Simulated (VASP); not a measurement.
Write the native input for VASP 6.6.1 that does the following.

```yaml
Task: single point
Functional: r2SCAN
Potentials_or_basis: VASP PAW PBE potentials, release 64 (Ta_pv, C)
Cutoff: 520 eV
k_mesh: 18 × 18 × 10
Occupations: gaussian, width 0.1 eV
Spin: no spin polarisation
Dipole_correction: no
Further_INCAR_settings: ALGO = Normal; EDIFF = 1e-07; NBANDS = 20
```

Ta2C:

```
CELL_PARAMETERS angstrom
3.14127 0.00000 0.00000
-1.57063 2.72042 0.00000
0.00000 0.00000 4.99172
ATOMIC_POSITIONS crystal
Ta 0.33333 0.66667 0.25188
Ta 0.66667 0.33333 0.74812
C 0.00000 0.00000 0.00000
```

This cell differs from its parent crystal: equal strain along all axes, cell held: +1.0 %, then relaxed in part.

These files were run (other wordings do the same):

POSCAR

```
Ta2C
1.0
    3.1412661005      0.0000000000      0.0000000000
   -1.5706330503      2.7204162431      0.0000000000
    0.0000000000      0.0000000000      4.9917219367
Ta C
2 1
Direct
    0.3333333333      0.6666666667      0.2518759723
    0.6666666667      0.3333333333      0.7481240277
    0.0000000000      0.0000000000      0.0000000000
```

INCAR.step1

```
ALGO = Normal ; EDIFF = 1E-4
ENCUT = 520 ; GGA = PE
ISMEAR = 0 ; LASPH = True
LCHARG = False ; LREAL = False
LWAVE = True ; NBANDS = 20
NELM = 100 ; PREC = Accurate
SIGMA = 0.1
```

INCAR.step2

```
ALGO = Normal ; EDIFF = 1E-7
ENCUT = 520 ; ISIF = 2
ISMEAR = 0 ; ISTART = 1
LASPH = True ; LCHARG = True
LELF = True ; LMIXTAU = True
LREAL = False ; LVHAR = True
LWAVE = False ; METAGGA = R2SCAN
NBANDS = 20 ; NELM = 100
PREC = Accurate ; SIGMA = 0.1
```

KPOINTS

```
k-points
0
Gamma
  18 18 10
```

Potentials or basis: VASP PAW PBE potentials, release 64 (Ta_pv, C).

Run with:

```bash
$ cat potpaw_PBE.64/Ta_pv/POTCAR potpaw_PBE.64/C/POTCAR > POTCAR
$ cp INCAR.step1 INCAR
$ mpirun -np 1 vasp_std > vasp.out
$ cp INCAR.step2 INCAR
$ mpirun -np 1 vasp_std > vasp.out
```

It gave:

The pressure is -6.8 GPa, the largest force is 0.042 eV/Å and the band gap on the k mesh is zero (bands 13 and 14 overlap by 0.73 eV).

Caveat: the cell differs from its parent crystal (equal strain along all axes, cell held: +1.0 %, then relaxed in part); the cell stands under tension; the PAW data sets were made with another functional, which shifts forces and pressure a little; spin-orbit coupling is left out, which moves the levels of the heavy elements.

It took 6.8 min on 1 thread of Intel(R) Xeon(R) 6975P-C (Granite Rapids), with other jobs on the host, peak memory 0.36 GiB.
